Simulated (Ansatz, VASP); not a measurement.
**One calculation of Mg3SnO, two programs**

```
Sn O Mg
1.0
     4.34513    0.00000    0.00000
     0.00000    4.34513    0.00000
     0.00000    0.00000    4.34513
Sn O Mg
1 1 3
Direct
  0.00000 0.00000 0.00000
  0.50000 0.50000 0.50000
  0.50000 0.50000 0.00000
  0.50000 0.00000 0.50000
  0.00000 0.50000 0.50000
```

Alike in both runs: task single point; functional r2SCAN; k mesh 6 × 6 × 6; occupations fermi-dirac, width 0.02 eV; no spin polarisation.

```csv
,VASP,Ansatz
version,VASP 6.6.1,Ansatz 0.2.0
potentials or method,"VASP PAW PBE potentials, release 64 (Sn_d, O, Mg)","plane waves, PAW"
plane-wave cutoff (eV),520,500
valence electrons in the cell,26,50
```

|  | VASP | Ansatz | Ansatz less VASP |
| --- | --- | --- | --- |
| pressure (GPa) | -0.5 | 0.0 | +0.50 |

VASP's potentials were made for PBE, not for r2SCAN. With one functional, cell and mesh, what is left measures potentials, basis and numerics. VASP's potentials hold 26 valence electrons a cell and Ansatz's 50, so a difference there can come from the potentials and not from the codes.
